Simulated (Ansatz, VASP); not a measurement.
# Ir in VASP and in Ansatz

File INCAR:

```
SYSTEM = Ir
PREC = Accurate ; ENCUT = 600
EDIFF = 1E-7 ; ISMEAR = -1
SIGMA = 0.05 ; LREAL = .FALSE.
LASPH = .TRUE. ; NELM = 60
ALGO = Normal ; ISIF = 3
LWAVE = .FALSE. ; LCHARG = .FALSE.
IBRION = 2 ; NSW = 80
EDIFFG = -0.01
```

Contents of KPOINTS:

```
regular mesh
0
G
  12 12 12
  0 0 0
```

POSCAR

```
Ir
1.0
    0.0000000000      1.9156000000      1.9156000000
    1.9156000000      0.0000000000      1.9156000000
    1.9156000000      1.9156000000      0.0000000000
Ir
1
Direct
    0.0000000000      0.0000000000      0.0000000000
```

input.yaml

```yaml
crystal:
  lattice:
    - [0.0, 1.9156, 1.9156]
    - [1.9156, 0.0, 1.9156]
    - [1.9156, 1.9156, 0.0]
  atoms:
    - { symbol: Ir, position: [0.0, 0.0, 0.0] }
kpoints:
  mp_grid: { grid: [12, 12, 12] }
scf:
  occupations: { method: fermi_dirac, width: 0.05 }
hamiltonian:
  xc: lda
  pseudopotentials: { kind: all_electron, lapw: { basis_error: 0.001 } }
output:
  forces: true
  stress: true
relax:
  f_tol: 0.01
  max_steps: 60
  cell: {}
```

Alike in both runs: task relaxation of cell and atoms; functional LDA; k mesh 12 × 12 × 12; occupations fermi-dirac, width 0.05 eV; no spin polarisation.

|  | VASP | Ansatz |
| --- | --- | --- |
| version | VASP 6.6.1 | Ansatz 0.2.0 |
| potentials or method | VASP PAW LDA potentials, release 64 (Ir), cutoff 600 eV | all-electron LAPW, scalar-relativistic |

|  | VASP | Ansatz | Ansatz less VASP |
| --- | --- | --- | --- |
| relaxed volume (Å³/atom) | 13.92 | 13.82 | -0.095 |
| relaxed cell length with the largest relative difference (Å) | 2.700 | 2.694 | -0.0061 |

LDA's correlation is that of Perdew and Zunger in VASP and of Perdew and Wang (1992) in Ansatz. Ansatz ran all-electron here, and VASP with PAW potentials.

Spin-orbit coupling is off throughout.
